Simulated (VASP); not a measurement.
# Mg27O26 (a cell with a defect) in VASP: further runs, part 2 of 2

VASP 6.6.1. Earlier steps stand in the parts before.

**4. Single point, PBE, collinear spin**

INCAR reads:

```
  ALGO = Normal
  EDIFF = 1E-6
  ENCUT = 520
  GGA = PE
  ISIF = 2
  ISMEAR = 0
  ISPIN = 2
  LASPH = True
  LCHARG = False
  LORBIT = 11
  LREAL = Auto
  LUSENCCL = False
  LWAVE = False
  MAGMOM = 0 0.2 0 0.2 0.2 0 0 0 0 0.2 0.2 0 0.2 0 0 0 0 0 0 0 0 0 0 0 0 0 0 0 0 0 0 0 0 0 0 0 0 0 0 0 0 0 0 0 0 0 0 0 0 0 0 0 0
  NBANDS = 141
  NELM = 150
  PREC = Accurate
  SIGMA = 0.05
```

KPOINTS reads:

```
k-points
0
Gamma
  2 2 2
```

POSCAR reads:

```
Mg27O26
1.0
    0.0000000000      6.3255000000      6.3255000000
    6.3255000000      0.0000000000      6.3255000000
    6.3255000000      6.3255000000      0.0000000000
Mg O
27 26
Direct
   -0.0000054821     -0.0002995190      0.0005085354
   -0.0005613817     -0.0008924534      0.3343203194
   -0.0000153275     -0.0003319909      0.6670118074
   -0.0004937963      0.3334247969      0.0000730152
   -0.0004401064      0.3333415438      0.3342497391
   -0.0001784234      0.3330938682      0.6671438401
    0.0000084908      0.6661856625      0.0005141558
   -0.0001613899      0.6662759393      0.3339310695
   -0.0001780707      0.6662773012      0.6671458497
    0.3336985381     -0.0007583074      0.0000530610
    0.3337138894     -0.0007902174      0.3342220198
    0.3334233924     -0.0005008930      0.6671234286
    0.3337519586      0.3334659671      0.0000139323
    0.3332464394      0.3329359347      0.3337562807
    0.3332356770      0.3329334010      0.6672860191
    0.3334220205      0.6663334336      0.0003352141
    0.3332679369      0.6664163345      0.3337578742
    0.3334272268      0.6663071816      0.6671292911
    0.6664867988     -0.0003034126      0.0005079846
    0.6666013110     -0.0005251710      0.3339388704
    0.6665710765     -0.0004951820      0.6671605481
    0.6666334850      0.3331133690      0.0003466447
    0.6667455724      0.3328926599      0.3337852134
    0.6666283366      0.3330943734      0.6671471327
    0.6666318186      0.6663123768      0.0003217994
    0.6666534964      0.6662843741      0.3339129189
    0.6666268421      0.6663056108      0.6671263164
    0.1666399645      0.1662997160      0.5010902540
    0.1666178869      0.1662973557      0.8331864809
    0.1666633838      0.5002502244      0.1671137078
    0.1665281120      0.4996625457      0.5005046555
    0.1666756207      0.5002523227      0.8331637617
    0.1666153336      0.8323014788      0.1671539892
    0.1666369196      0.8323231601      0.5010864608
    0.1667408415      0.8329442839      0.8337504059
    0.5006026142      0.1662954259      0.1671110662
    0.4999907291      0.1661771620      0.5005028866
    0.5006061611      0.1663010952      0.8331641661
    0.5000150301      0.4996337900      0.1670238096
    0.5000148264      0.4996490046      0.5005087888
    0.5000507612      0.4997193585      0.8337158438
    0.5006169037      0.8323192679      0.1671182594
    0.5000425722      0.8328779450      0.5005295058
    0.5000290713      0.8328991455      0.8337371219
    0.8326784962      0.1662338304      0.1671579363
    0.8326627046      0.1662481830      0.5011252122
    0.8332685102      0.1663814766      0.8337694842
    0.8326747375      0.5002226101      0.1671312901
    0.8332427117      0.4996879448      0.5005328048
    0.8332390118      0.4996867840      0.8337303022
    0.8332689371      0.8329125799      0.1672365912
    0.8332023911      0.8328668423      0.5005559820
    0.8332659614      0.8329003213      0.8337742150
```

Launch:

```bash
$ cat potpaw_PBE.64/Mg/POTCAR potpaw_PBE.64/O/POTCAR > POTCAR
$ mpirun -np 1 vasp_std > vasp.out
```

Wall time 8.3 min (1 × NVIDIA H100 80GB with 1 thread of AMD EPYC 7R13 (Zen 3), shared host); peak memory 2.1 GiB.

The run converged. Its results:

| Quantity | Value |
| --- | --- |
| Free energy | -309.8071 eV |
| Pressure | 3.9 GPa |
| Largest force | 0.026 eV/Å |
| Band gap on the k mesh | 2.62 eV |
| Net moment | 0.00 μB per cell |
| Valence electrons inside the program's atomic spheres | Mg 0.40, 0.41 (each value once); O 5.10 |

Forces on the atoms (eV/Å):
```
Mg  -0.002  0.001 -0.004
Mg   0.000  0.001 -0.018
Mg   0.000  0.002 -0.002
Mg  -0.003 -0.024  0.000
Mg   0.024 -0.002  0.001
Mg   0.002 -0.001  0.001
Mg   0.000 -0.001  0.000
Mg   0.002  0.001 -0.003
Mg   0.001 -0.002  0.000
Mg  -0.026  0.001 -0.001
Mg  -0.001  0.024  0.000
Mg  -0.001  0.003  0.000
Mg  -0.002  0.000  0.021
Mg   0.000  0.002  0.001
Mg  -0.003 -0.001  0.003
Mg  -0.004  0.001  0.001
Mg  -0.001  0.003 -0.002
Mg  -0.002  0.002  0.002
Mg  -0.003  0.002  0.000
Mg   0.001  0.002 -0.001
Mg  -0.004  0.002  0.000
Mg  -0.001 -0.002  0.000
Mg   0.003 -0.001 -0.001
Mg   0.001 -0.002  0.002
Mg  -0.003 -0.002  0.000
Mg   0.002  0.002 -0.002
Mg   0.000  0.001  0.000
O   -0.007 -0.006  0.000
O    0.005  0.005  0.003
O   -0.003  0.001 -0.007
O    0.000  0.001  0.001
O    0.000  0.002 -0.004
O    0.004  0.002  0.005
O   -0.002 -0.002  0.004
O   -0.001  0.001 -0.001
O    0.004 -0.005 -0.006
O    0.002  0.000  0.001
O    0.006 -0.002 -0.004
O    0.005  0.002  0.001
O   -0.001 -0.005  0.003
O   -0.001  0.000  0.002
O    0.006 -0.002 -0.005
O   -0.002  0.000 -0.002
O   -0.001  0.000  0.001
O    0.004  0.002  0.006
O   -0.002 -0.003  0.006
O    0.001 -0.004  0.001
O    0.001  0.006 -0.003
O    0.000 -0.002 -0.001
O    0.002 -0.002  0.001
O    0.001  0.001 -0.001
O    0.001  0.001 -0.001
O    0.000 -0.001  0.000
```

Levels at points of the mesh, in eV from the valence-band top:
Spin up:
```tsv
k point	band 102	band 103	band 104	band 105	band 106	band 107	band 108	band 109
(0.00, 0.00, 0.00)	-2.65	-2.65	-2.65	-0.56	2.62	4.26	4.26	4.26
(0.50, 0.00, 0.00)	-2.86	-2.77	-2.77	-0.12	3.07	4.00	4.25	4.25
(0.00, 0.50, 0.00)	-2.86	-2.77	-2.77	-0.12	3.07	4.00	4.25	4.25
(0.00, 0.00, 0.50)	-2.86	-2.77	-2.77	-0.12	3.07	4.00	4.25	4.25
(0.50, 0.50, 0.50)	-2.86	-2.77	-2.77	-0.12	3.07	4.00	4.25	4.25
(0.50, 0.50, 0.00)	-2.95	-2.92	-2.92	0.00	3.32	3.99	3.99	4.29
(0.00, 0.50, 0.50)	-2.95	-2.92	-2.92	0.00	3.32	3.99	3.99	4.29
(0.50, 0.00, 0.50)	-2.95	-2.92	-2.92	0.00	3.32	3.99	3.99	4.29
```
Spin down:
```tsv
k point	band 102	band 103	band 104	band 105	band 106	band 107	band 108	band 109
(0.00, 0.00, 0.00)	-2.65	-2.65	-2.65	-0.56	2.62	4.26	4.26	4.26
(0.50, 0.00, 0.00)	-2.86	-2.77	-2.77	-0.12	3.07	4.00	4.25	4.25
(0.00, 0.50, 0.00)	-2.86	-2.77	-2.77	-0.12	3.07	4.00	4.25	4.25
(0.00, 0.00, 0.50)	-2.86	-2.77	-2.77	-0.12	3.07	4.00	4.25	4.25
(0.50, 0.50, 0.50)	-2.86	-2.77	-2.77	-0.12	3.07	4.00	4.25	4.25
(0.50, 0.50, 0.00)	-2.95	-2.92	-2.92	0.00	3.32	3.99	3.99	4.29
(0.00, 0.50, 0.50)	-2.95	-2.92	-2.92	0.00	3.32	3.99	3.99	4.29
(0.50, 0.00, 0.50)	-2.95	-2.92	-2.92	0.00	3.32	3.99	3.99	4.29
```

Caveat: the k points lie up to 0.43 Å⁻¹ apart.

**5. Single point, PBE, collinear spin**

INCAR reads:

```
SYSTEM = Mg27O26
PREC = Accurate
ENCUT = 520
EDIFF = 1E-6
ISMEAR = 0
SIGMA = 0.05
LREAL = Auto
LASPH = .TRUE.
NELM = 150
ALGO = Normal
ISIF = 2
LWAVE = .FALSE.
LCHARG = .FALSE.
ISPIN = 2
MAGMOM = 0 0.2 0 0.2 0.2 0 0 0 0 0.2 0.2 0 0.2 0 0 0 0 0 0 0 0 0 0 0 0 0 0 0 0 0 0 0 0 0 0 0 0 0 0 0 0 0 0 0 0 0 0 0 0 0 0 0 0
LORBIT = 11
GGA = PE
NELECT = 209.0
NBANDS = 141
LUSENCCL = .FALSE.
```

KPOINTS reads:

```
Automatic mesh
0
G
  2 2 2
  0 0 0
```

POSCAR is that of step 4.

Potentials or basis: VASP PAW PBE potentials, release 64 (Mg, O).

Launch:

```bash
$ cat potpaw_PBE.64/Mg/POTCAR potpaw_PBE.64/O/POTCAR > POTCAR
$ mpirun -np 1 vasp_std > vasp.out
```

OUTCAR:

```text
SYSTEM = Mg27O26
   PREC = Accurate
   ENCUT = 520
   EDIFF = 1E-6
   ISMEAR = 0
   LREAL = Auto
   LASPH = .TRUE.
   NELM = 150
   ISIF = 2
   ISPIN = 2
   LORBIT = 11
   GGA = PE
   NELECT = 209.0

 ion  position               nearest neighbor table
   1  1.000  1.000  0.001-  45 2.11  29 2.11  33 2.11  47 2.11  51 2.11  35 2.11   2 2.98  10 2.98
                             4 2.98   6 2.98  22 2.98  16 2.98  12 2.98  20 2.98   8 2.98   7 2.98
   2  0.999  0.999  0.334-  52 2.10  45 2.11  46 2.11  34 2.11  33 2.11   8 2.98   9 2.98  20 2.98
                            21 2.98   1 2.98  23 2.98   3 2.98  17 2.98   5 2.99  10 2.99  11 2.99
   3  1.000  1.000  0.667-  46 2.11  34 2.11  28 2.11  47 2.11  53 2.11  35 2.11   5 2.98   2 2.98
                            11 2.98  24 2.98  18 2.98   9 2.98  12 2.98   6 2.98  21 2.98   7 2.98
   4  1.000  0.333  0.000-  50 2.10  48 2.11  32 2.11  29 2.11  45 2.11  25 2.98   9 2.98  22 2.98
                             6 2.98   7 2.98  23 2.98  15 2.98   1 2.98   5 2.99  10 2.99  13 2.99
[... 2346 lines left out ...]
     10.54255     10.54486     10.53933         0.015461      0.014019      0.015635
 -----------------------------------------------------------------------------------
    total drift:                                0.000475     -0.003921     -0.004058

  FREE ENERGIE OF THE ION-ELECTRON SYSTEM (eV)
  ---------------------------------------------------
  free  energy   TOTEN  =      -315.0637435303 eV

  energy  without entropy=     -315.0637435303  energy(sigma->0) =     -315.06374353

 total charge

# of ion       s       p       d       tot
------------------------------------------
    1        0.146   0.176   0.078   0.400
    2        0.154   0.171   0.070   0.394
    3        0.146   0.176   0.078   0.400
    4        0.154   0.171   0.070   0.394
    5        0.154   0.171   0.069   0.394
    6        0.146   0.176   0.078   0.400
[... 45 lines left out ...]
   52        1.541   3.555   0.000   5.096
   53        1.541   3.553   0.000   5.095
--------------------------------------------------
tot         44.102  97.002   2.048 143.152

 magnetization (x)

# of ion       s       p       d       tot
------------------------------------------
    1       -0.000  -0.000  -0.000  -0.000
    2        0.004   0.009   0.004   0.016
    3       -0.000  -0.000  -0.000  -0.000
    4        0.004   0.009   0.004   0.016
    5        0.004   0.009   0.004   0.016
    6        0.000   0.000   0.000   0.001
[... 45 lines left out ...]
   52       -0.000   0.000   0.000   0.000
   53        0.000   0.001   0.000   0.001
--------------------------------------------------
tot          0.040   0.284   0.023   0.347
```

OSZICAR:

```text
N       E                     dE             d eps       ncg     rms          rms(c)
DAV:   1     0.116096301188E+04    0.11610E+04   -0.10290E+05  4632   0.135E+03
DAV:   2    -0.261283650918E+03   -0.14222E+04   -0.13831E+04  5535   0.294E+02
DAV:   3    -0.355486157495E+03   -0.94203E+02   -0.93689E+02  5528   0.788E+01
DAV:   4    -0.356407240283E+03   -0.92108E+00   -0.91913E+00  5408   0.859E+00
DAV:   5    -0.356417969939E+03   -0.10730E-01   -0.10721E-01  5384   0.864E-01    0.368E+01
DAV:   6    -0.315498037599E+03    0.40920E+02   -0.18531E+02  5256   0.333E+01    0.115E+01
DAV:   7    -0.315343083095E+03    0.15495E+00   -0.43406E+00  5048   0.540E+00    0.719E+00
DAV:   8    -0.315084251256E+03    0.25883E+00   -0.11230E+00  5336   0.425E+00    0.130E+00
DAV:   9    -0.315062006854E+03    0.22244E-01   -0.17175E-01  5264   0.110E+00    0.486E-01
DAV:  10    -0.315064511759E+03   -0.25049E-02   -0.28866E-02  5320   0.481E-01    0.316E-01
DAV:  11    -0.315063862745E+03    0.64901E-03   -0.75783E-03  5224   0.245E-01    0.127E-01
DAV:  12    -0.315063704858E+03    0.15789E-03   -0.20326E-03  5424   0.162E-01    0.368E-02
DAV:  13    -0.315063740978E+03   -0.36120E-04   -0.25655E-04  5112   0.464E-02    0.141E-02
DAV:  14    -0.315063743655E+03   -0.26770E-05   -0.17111E-05  5376   0.123E-02    0.644E-03
DAV:  15    -0.315063743530E+03    0.12434E-06   -0.22578E-06  4424   0.637E-03
   1 F= -.31506374E+03 E0= -.31506374E+03  d E =-.349682E-12  mag=     1.0001
```

Wall time 8.1 min (1 × NVIDIA H100 80GB with 1 thread of AMD EPYC 7R13 (Zen 3), shared host); peak memory 2.1 GiB.

What came out:

```
Free energy                                           : -315.0637 eV
Largest force                                         : 1.631 eV/Å
Net moment                                            : 1.00 μB per cell
Valence electrons inside the program's atomic spheres : Mg 0.40, 0.39 (each value once); O 5.09, 5.10 (each value once)
```

Forces in eV/Å, atoms in the order of the input:
```
Mg  -0.204 -0.202 -0.206
Mg   0.000  0.001 -1.622
Mg   0.203  0.204 -0.204
Mg  -0.003 -1.628  0.000
Mg   1.629 -0.002  0.001
Mg   0.219 -0.219  0.001
Mg   0.202 -0.204  0.202
Mg   0.220  0.001 -0.221
Mg   0.001 -0.219 -0.218
Mg  -1.631  0.001 -0.001
Mg  -0.001  1.629  0.000
Mg  -0.219  0.221  0.000
Mg  -0.002  0.000  1.625
Mg   0.202  0.204  0.204
Mg  -0.206 -0.204  0.206
Mg  -0.221  0.001  0.219
Mg  -0.204  0.205 -0.204
Mg  -0.002  0.220  0.220
Mg  -0.206  0.205  0.202
Mg   0.001  0.220 -0.219
Mg  -0.221  0.002 -0.218
Mg  -0.001 -0.220  0.218
Mg   0.205 -0.204 -0.203
Mg   0.218 -0.002  0.220
Mg  -0.220 -0.220  0.000
Mg   0.220  0.220 -0.002
Mg   0.000  0.001  0.000
O   -0.547 -0.547  0.000
O    0.546  0.546  0.003
O   -0.544  0.001 -0.548
O   -0.015  0.016  0.016
O    0.000  0.543 -0.545
O    0.545  0.002  0.546
O   -0.002 -0.543  0.545
O    0.014 -0.015 -0.016
O    0.004 -0.546 -0.547
O    0.017 -0.015  0.016
O    0.547 -0.002 -0.545
O    0.020  0.018 -0.014
O   -0.017 -0.020 -0.012
O   -0.001  0.000 -0.203
O    0.547 -0.543 -0.005
O   -0.002 -0.205 -0.002
O    0.204  0.000  0.001
O    0.005  0.542  0.546
O   -0.543 -0.003  0.546
O   -0.014  0.011 -0.014
O   -0.540  0.547 -0.003
O   -0.205 -0.002 -0.001
O    0.002  0.203  0.001
O   -0.015 -0.015  0.014
O    0.001  0.001  0.203
O    0.015  0.014  0.016
```

Caveat: the k points lie up to 0.43 Å⁻¹ apart; the cell carries a net charge on a neutralising background, which shifts energy and pressure; the cell is charged against a uniform background, so pressure and absolute levels hang on convention.
